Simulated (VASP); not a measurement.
# B7Se: single point with PBE

B7Se:

```xyz
8
Lattice="4.1984 0.0000 0.0000 0.0000 4.1984 0.0000 0.0000 0.0000 4.1984" Properties=species:S:1:pos:R:3 pbc="T T T"
B     1.2636    1.2636    1.2636
B     0.0000    2.0992    2.0992
B     2.0992    2.0992    0.0000
B     2.0992    0.0000    2.0992
B     2.9348    1.2636    2.9348
B     2.9348    2.9348    1.2636
B     1.2636    2.9348    2.9348
Se    0.0000    0.0000    0.0000
```

| Quantity | Value |
| --- | --- |
| Program | VASP 6.6.1 |
| Task | single point |
| Functional | PBE |
| Potentials or basis | VASP PAW PBE potentials, release 64 (B, Se) |
| Cutoff | 520 eV |
| k mesh | 10 × 10 × 10 |
| Occupations | gaussian, width 0.1 eV |
| Spin | no spin polarisation |
| Dipole correction | no |
| Further INCAR settings | ALGO = Normal; EDIFF = 1e-06; NBANDS = 24 |

| Quantity | Value |
| --- | --- |
| Pressure | 0.0 GPa |
| Largest force | 0.009 eV/Å |

Forces on the atoms (eV/Å):
```
B    0.005  0.005  0.005
B    0.000  0.000  0.000
B    0.000  0.000  0.000
B    0.000  0.000  0.000
B   -0.005  0.005 -0.005
B   -0.005 -0.005  0.005
B    0.005 -0.005 -0.005
Se   0.000  0.000  0.000
```

Levels at points of the mesh, in eV from the Fermi level:
```
           k point  band 9  band 10  band 11  band 12  band 13  band 14  band 15  band 16  band 17  band 18
(0.00, 0.00, 0.00)   -3.21    -3.21    -1.35    -1.35    -1.35     0.11     2.64     2.64     2.64     4.76
(0.50, 0.00, 0.00)   -4.67    -2.81    -1.79    -0.72    -0.72    -0.31     0.17     0.17     3.48     5.67
(0.50, 0.50, 0.00)   -4.23    -4.13    -2.49    -2.49    -1.19     0.94     0.94     1.54     3.85     6.83
(0.50, 0.50, 0.50)   -1.02    -1.02     1.09     1.09     1.09     1.62     1.62     1.62     3.68     5.89
```

It took 62 s on 1 thread of Intel(R) Xeon(R) Platinum 8259CL CPU @ 2.50GHz (Skylake/Cascade Lake), with other jobs on the host, peak memory 0.22 GiB.
